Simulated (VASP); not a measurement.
# W (Im-3m) in VASP: further runs

W is run at these levels: RPBE, revPBE+D3(BJ); tasks: single point.

Program: VASP 6.6.1. These are calculated values, not measurements. Logs are shortened: lines on timing, memory, paths and dates and some standing lists are left out, and cuts for length are marked.

## 1. The cell of the first run

It takes space group Im-3m (No. 229, cubic). The conventional cell has a = 3.227 Å, b = 3.227 Å, c = 3.227 Å, α = 90.00°, β = 90.00°, γ = 90.00°. Within 3.7 Å of W (site symmetry m-3m) lie 14 W at 2.79 to 3.23 Å.

## 2. Single point, RPBE

INCAR

```
PREC     = Accurate       # precision mode
ENCUT    = 520            # plane-wave cutoff, eV
EDIFF    = 1E-6           # SCF threshold, eV
ISMEAR   = -1             # smearing method
SIGMA    = 0.05           # smearing width, eV
LREAL    = False          # projectors in reciprocal space
LASPH    = True           # aspherical terms in the spheres
NELM     = 100            # most SCF steps
ALGO     = Normal         # electronic algorithm
ISIF     = 2              # what is computed and relaxed
LWAVE    = False          # write WAVECAR
LCHARG   = False          # write CHGCAR
GGA      = RP             # functional
NBANDS   = 13             # bands
```

KPOINTS

```
regular mesh
0
Gamma
  12 12 12
```

POSCAR

```
W
1.0
   -1.6133792515      1.6133792515      1.6133792515
    1.6133792515     -1.6133792515      1.6133792515
    1.6133792515      1.6133792515     -1.6133792515
W
1
Direct
    0.0000000000      0.0000000000      0.0000000000
```

Potentials or basis: VASP PAW PBE potentials, release 64 (W_sv).

Run with:

```sh
$ cat potpaw_PBE.64/W_sv/POTCAR > POTCAR
$ mpirun -np 1 vasp_std > vasp.out
```

OUTCAR:

```text
PREC = Accurate
   ENCUT = 520
   EDIFF = 1E-6
   ISMEAR = -1
   LREAL = False
   LASPH = True
   NELM = 100
   ISIF = 2
   GGA = RP

 ion  position               nearest neighbor table
   1  0.000  0.000  0.000-

  LATTYP: Found a body centered cubic cell.
 ALAT       =     3.2267585030

  Lattice vectors:

 A1 = (  -1.6133792515,   1.6133792515,   1.6133792515)
 A2 = (   1.6133792515,  -1.6133792515,   1.6133792515)
 A3 = (   1.6133792515,   1.6133792515,  -1.6133792515)

Analysis of symmetry for initial positions (statically):
=====================================================================
 Subroutine PRICEL returns:
 Original cell was already a primitive cell.

 Routine SETGRP: Setting up the symmetry group for a
 body centered cubic supercell.

 Subroutine GETGRP returns: Found 48 space group operations
 (whereof 48 operations were pure point group operations)
 out of a pool of 48 trial point group operations.

The static configuration has the point symmetry O_h .

Analysis of symmetry for dynamics (positions and initial velocities):
=====================================================================
 Subroutine PRICEL returns:
 Original cell was already a primitive cell.

 Routine SETGRP: Setting up the symmetry group for a
 body centered cubic supercell.

 Subroutine GETGRP returns: Found 48 space group operations
 (whereof 48 operations were pure point group operations)
 out of a pool of 48 trial point group operations.

The dynamic configuration has the point symmetry O_h .

 Subroutine INISYM returns: Found 48 space group operations
 (whereof 48 operations are pure point group operations),
 and found     1 'primitive' translations

----------------------------------------------------------------------------------------

                                     Primitive cell

  volume of cell :      16.7985

  direct lattice vectors                    reciprocal lattice vectors
    -1.613379252  1.613379252  1.613379252     0.000000000  0.309908535  0.309908535
     1.613379252 -1.613379252  1.613379252     0.309908535  0.000000000  0.309908535
     1.613379252  1.613379252 -1.613379252     0.309908535  0.309908535  0.000000000

  length of vectors
     2.794454835  2.794454835  2.794454835     0.438276853  0.438276853  0.438276853

  position of ions in fractional coordinates (direct lattice)
     0.000000000  0.000000000  0.000000000

  ion indices of the primitive-cell ions
   primitive index   ion index
                 1           1

----------------------------------------------------------------------------------------

 KPOINTS: regular mesh

Automatic generation of k-mesh.
 Grid dimensions read from file:
 generate k-points for:   12   12   12

 Generating k-lattice:

  Cartesian coordinates                     Fractional coordinates (reciprocal lattice)
     0.000000000  0.025825711  0.025825711     0.083333333  0.000000000  0.000000000
     0.025825711  0.000000000  0.025825711     0.000000000  0.083333333  0.000000000
     0.025825711  0.025825711  0.000000000     0.000000000  0.000000000  0.083333333

  Length of vectors
     0.036523071  0.036523071  0.036523071

  Shift w.r.t. Gamma in fractional coordinates (k-lattice)
     0.000000000  0.000000000  0.000000000

 Subroutine IBZKPT returns following result:
 ===========================================

 Found     72 irreducible k-points:

 Following reciprocal coordinates:
            Coordinates               Weight
  0.000000  0.000000  0.000000      1.000000
  0.083333  0.000000  0.000000     12.000000
  0.166667  0.000000  0.000000     12.000000
  0.250000  0.000000  0.000000     12.000000
  0.333333  0.000000  0.000000     12.000000
  0.416667  0.000000  0.000000     12.000000
[... 16 lines left out ...]
  0.333333  0.083333  0.083333     24.000000
  0.416667  0.083333  0.083333     12.000000
 [... further k-points ...]
   k-points           NKPTS =     72   k-points in BZ     NKDIM =     72   number of bands    NBANDS=     13
   number of dos      NEDOS =    301   number of ions     NIONS =      1
   total plane-waves  NPLWV =  13824
   dimension x,y,z NGX =    24 NGY =   24 NGZ =   24
   dimension x,y,z NGXF=    48 NGYF=   48 NGZF=   48
   ions per type =               1
   NGX,Y,Z   is equivalent  to a cutoff of  14.28, 14.28, 14.28 a.u.
   NGXF,Y,Z  is equivalent  to a cutoff of  28.56, 28.56, 28.56 a.u.
 SYSTEM =  unknown system
   PREC   = accura    normal or accurate (medium, high low for compatibility)
   ISTART =      0    job   : 0-new  1-cont  2-samecut
   ICHARG =      2    charge: 1-file 2-atom 10-const
   ISPIN  =      1    spin polarized calculation?
   LNONCOLLINEAR =      F non collinear calculations
   LSORBIT =      F    spin-orbit coupling
   LASPH  =      T    aspherical Exc in radial PAW
   ENCUT  =  520.0 eV  38.22 Ry    6.18 a.u.   5.20  5.20  5.20*2*pi/ulx,y,z
   NELM   =    100;   NELMIN=  2; NELMDL= -5     # of ELM steps
   EDIFF  = 0.1E-05   stopping-criterion for ELM
   LREAL  =      F    real-space projection
   EDIFFG = 0.1E-04   stopping-criterion for IOM
   NSW    =      0    number of steps for IOM
   IBRION =     -1    ionic relax: 0-MD 1-quasi-New 2-CG
   NFREE  =      0    steps in history (QN), initial steepest desc. (CG)
   ISIF   =      2    stress and relaxation
   ISYM   =      2    0-nonsym 1-usesym 2-fastsym
   POTIM  = 0.5000    time-step for ionic-motion
   TEBEG  =    0.0;   TEEND  =   0.0 temperature during run
   PSTRESS=    0.0 pullay stress
   NELECT =      14.0000    total number of electrons
   NUPDOWN=      -1.0000    fix difference up-down
   EMIN   =  10.00;   EMAX   =-10.00  energy-range for DOS
   EFERMI =   0.00;   METHOD = LEGACY
   ISMEAR =    -1;   SIGMA  =   0.05  broadening in eV -4-tet -1-fermi 0-gaus
   EFERMI_NEDOS =   21; number of points for ismear=-14 and -15
   IALGO  =     38    algorithm
   IMIX   =      4    mixing-type and parameters
     AMIX     =   0.40;   BMIX     =  1.00
     AMIX_MAG =   1.60;   BMIX_MAG =  1.00
  volume/ion in A,a.u.               =      16.80       113.36
  Fermi-wavevector in a.u.,A,eV,Ry     =   1.540616  2.911342 32.293392  2.373497
  Thomas-Fermi vector in A             =   2.646678
   LORBIT       =      0    0 simple, 1 ext, 2 COOP (PROOUT), +10 PAW based schemes
   GGA     = RP    functional components
   LHFCALC =     F    Hartree Fock is set to
   AEXX    =    0.0000 exact exchange contribution
   IVDW    =     0    specifies the selected vdW correction
   LEPSILON=     F    determine dielectric tensor
   LRPA    =     F    only Hartree local field effects (RPA)
 non-spin polarized calculation
  energy-cutoff  :      520.00
  volume of cell :       16.80
 maximum number of plane-waves:       468
 NGX is ok and might be reduce to    24
   NGX = 11   NGY = 11   NGZ = 11

 number of electron      13.9999999 magnetization

 Free energy of the ion-electron system (eV)
  ---------------------------------------------------
  ext. energy  EPLUGINS =         0.00000000
  ---------------------------------------------------
  free energy    TOTEN  =       -12.39737592 eV

  energy without entropy =      -12.39389839  energy(sigma->0) =      -12.39563715

 E-fermi :  10.5919     XC(G=0): -13.2621

 val. band max:       10.5057018201   @ k =   0.0833   0.0833   0.0000
 cond. band min:      10.6045780741   @ k =  -0.2500   0.3333   0.1667
 fundamental gap:      0.0988762539
 Fermi energy:        10.5918768891

 k-point     1 :       0.0000    0.0000    0.0000
  band No.  band energies     occupation
      1     -63.5992      2.00000
      2     -27.2341      2.00000
      3     -27.2341      2.00000
      4     -27.2341      2.00000
      5       1.3948      2.00000
      6       9.5716      2.00000
      7       9.5716      2.00000
      8       9.5716      2.00000
      9      12.8477      0.00000
     10      12.8477      0.00000
     11      25.0583      0.00000
     12      25.0583      0.00000
     13      25.0583      0.00000

 k-point     2 :       0.0833    0.0000    0.0000
  band No.  band energies     occupation
      1     -63.5923      2.00000
      2     -27.3097      2.00000
      3     -27.2581      2.00000
      4     -27.2344      2.00000
      5       1.7055      2.00000
      6       9.3877      2.00000
      7       9.5237      2.00000
      8       9.8707      2.00000
      9      12.5764      0.00000
     10      12.8520      0.00000
     11      25.3066      0.00000
     12      25.5894      0.00000
     13      25.7599      0.00000

 k-point     3 :       0.1667    0.0000    0.0000
  band No.  band energies     occupation
      1     -63.5736      2.00000
      2     -27.5124      2.00000
      3     -27.3232      2.00000
      4     -27.2351      2.00000
      5       2.5628      2.00000
      6       8.9236      2.00000
      7       9.2887      2.00000
      8      10.7458      0.08808
      9      12.2072      0.00000
     10      12.8929      0.00000
     11      25.6881      0.00000
     12      27.0480      0.00000
     13      27.0851      0.00000
[... 305 lines left out ...]
 k-point    23 :       0.3333    0.0833    0.0833
  band No.  band energies     occupation
      1     -63.5006      2.00000
      2     -28.1753      2.00000
      3     -27.5937      2.00000
      4     -27.3068      2.00000
      5       5.4233      2.00000
      6       7.4496      2.00000
      7       9.5618      2.00000
      8      12.9210      0.00000
      9      13.5552      0.00000
     10      16.7930      0.00000
     11      20.9819      0.00000
     12      23.0821      0.00000
     13      26.3892      0.00000

 k-point    24 :       0.4167    0.0833    0.0833
  band No.  band energies     occupation
      1     -63.4945      2.00000
      2     -28.2204      2.00000
      3     -27.6283      2.00000
      4     -27.3086      2.00000
      5       5.4163      2.00000
      6       7.3563      2.00000
      7      10.3001      1.99417
      8      12.9381      0.00000
      9      13.6546      0.00000
     10      17.5569      0.00000
     11      19.8728      0.00000
     12      22.6465      0.00000
     13      25.8491      0.00000

 [... further k-points ...]
[... 5 lines left out ...]
  --------------------------------------------------------------------------------------
  -------------------------------------------------------------------------------------
  Total       -0.7516792     -0.7516792     -0.7516792      0.0000000      0.0000000     -0.0000000
  in kB      -71.6925024    -71.6925024    -71.6925024      0.0000000      0.0000000     -0.0000000
  external PRESSURE =     -71.6925024 kB  Pullay stress =       0.0000000 kB

 VOLUME and BASIS-vectors are now :
 -----------------------------------------------------------------------------
  energy-cutoff  :      520.00
  volume of cell :       16.80
      direct lattice vectors                 reciprocal lattice vectors
    -1.613379252  1.613379252  1.613379252     0.000000000  0.309908535  0.309908535
     1.613379252 -1.613379252  1.613379252     0.309908535  0.000000000  0.309908535
     1.613379252  1.613379252 -1.613379252     0.309908535  0.309908535  0.000000000

 POSITION                                       TOTAL-FORCE (eV/Angst)
 -----------------------------------------------------------------------------------
      0.00000      0.00000      0.00000        -0.000000      0.000000      0.000000
 -----------------------------------------------------------------------------------
    total drift:                               -0.000000      0.000000      0.000000

  FREE ENERGIE OF THE ION-ELECTRON SYSTEM (eV)
  ---------------------------------------------------
  free  energy   TOTEN  =       -12.3973759169 eV

  energy  without entropy=      -12.3938983906  energy(sigma->0) =      -12.39563715
```

Wall time 7.3 s (1 thread of Intel Xeon 6975P-C, shared host); peak memory 0.15 GiB.

What came out:

```yaml
Free_energy: -12.3974 eV
Pressure: -7.2 GPa
Band_gap_on_the_k_mesh: zero (band 7 reaches 15.46 eV, above the bottom of band 8 at 9.57 eV)
```

Caveat: the PAW data sets were made with another functional, which shifts forces and pressure a little; spin-orbit coupling is left out, which moves the levels of the heavy elements.

## 3. Single point, revPBE+D3(BJ)

This run uses another cell than the first one, of 16.48 Å³/atom, 0.981 times its volume.

INCAR

```
ALGO = Normal
EDIFF = 1E-7
ENCUT = 520
GGA = RE
ISIF = 2
ISMEAR = -1
IVDW = 12
LASPH = T
LCHARG = T
LELF = T
LREAL = F
LVHAR = T
LWAVE = F
NBANDS = 13
NELM = 100
PREC = Accurate
SIGMA = 0.05
```

KPOINTS

```
k-points
0
Gamma
  12 12 12
```

POSCAR

```
W
1.0
   -1.6031677168      1.6031677168      1.6031677168
    1.6031677168     -1.6031677168      1.6031677168
    1.6031677168      1.6031677168     -1.6031677168
W
1
Direct
    0.0000000000      0.0000000000      0.0000000000
```

Potentials or basis: VASP PAW PBE potentials, release 64 (W_sv).

Run with:

```sh
$ cat potpaw_PBE.64/W_sv/POTCAR > POTCAR
$ mpirun -np 1 vasp_std > vasp.out
```

Wall time 8.2 s (1 thread of Intel Xeon 6975P-C, shared host); peak memory 0.16 GiB.

It converged, with:

```
Free energy                : -13.7163 eV
Pressure                   : -15.0 GPa
Band gap on the k mesh     : zero (band 7 reaches 15.83 eV, above the bottom of band 8 at 9.78 eV)
Dispersion energy per atom : -1.201 eV
```

Levels at points of the mesh, in eV from the Fermi level:
```
           k point  band 3  band 4  band 5  band 6  band 7  band 8  band 9  band 10  band 11  band 12
(0.00, 0.00, 0.00)  -37.77  -37.77   -9.31   -1.05   -1.05   -1.05    2.29     2.29    14.52    14.52
(0.50, 0.00, 0.00)  -38.14  -37.77   -5.91   -3.27    0.64    2.16    3.10     5.91    10.58    11.48
(0.50, 0.50, 0.50)  -38.56  -38.56   -5.41   -5.41    4.99    4.99    4.99     8.04     8.04     8.04
```

Caveat: the PAW data sets were made with another functional, which shifts forces and pressure a little; spin-orbit coupling is left out, which moves the levels of the heavy elements; pairwise dispersion overbinds metals, which lowers pressure and volume.
